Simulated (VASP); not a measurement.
Input of a VASP 6.6.1 run:

POSCAR

```
SnO2
1.0
    4.7602164773      0.0000000000      0.0000000000
    0.0000000000      4.7602164773      0.0000000000
    0.0000000000      0.0000000000      3.2005650988
Sn O
2 4
Direct
    0.0000000000      0.0000000000      0.0000000000
    0.5000000000      0.5000000000      0.5000000000
    0.2613299716      0.2613299716      0.0000000000
    0.1941065016      0.8058934984      0.5000000000
    0.6941065016      0.6941065016      0.0000000000
    0.8058934984      0.1941065016      0.5000000000
```

INCAR.step1

```
ALGO = Normal
EDIFF = 1E-4
ENCUT = 520
GGA = PE
ISMEAR = 0
LASPH = T
LCHARG = F
LREAL = F
LWAVE = T
NBANDS = 35
NELM = 100
PREC = Accurate
SIGMA = 0.05
```

The input INCAR.step2:

```
ALGO = Normal
EDIFF = 1E-7
ENCUT = 520
ISIF = 2
ISMEAR = 0
ISTART = 1
LASPH = T
LCHARG = T
LELF = T
LMIXTAU = T
LREAL = F
LVHAR = T
LWAVE = F
METAGGA = R2SCAN
NBANDS = 35
NELM = 100
PREC = Accurate
SIGMA = 0.05
```

The input KPOINTS:

```
k-points
0
Gamma
  6 6 8
```

Potentials or basis: VASP PAW PBE potentials, release 64 (Sn_d, O).

Command:

```sh
$ cat potpaw_PBE.64/Sn_d/POTCAR potpaw_PBE.64/O/POTCAR > POTCAR
$ cp INCAR.step1 INCAR
$ mpirun -np 1 vasp_std > vasp.out
$ cp INCAR.step2 INCAR
$ mpirun -np 1 vasp_std > vasp.out
```

(1) What does it give for the pressure?

(2) What does it give for the band gap on the k mesh?

(3) What does it give for the largest force?

## Answers

(1) 7.5 GPa.

(2) 1.46 eV.

(3) 10.511 eV/Å.

Caveat: the cell differs from its parent crystal (atom 3 (O) moved +0.300 Å towards its neighbour atom 1 (Sn) at 2.059 Å); the stress differs along the axes, from 3 to 10 GPa; the PAW data sets were made with another functional, which shifts forces and pressure a little; spin-orbit coupling is left out, which moves the levels of the heavy elements.
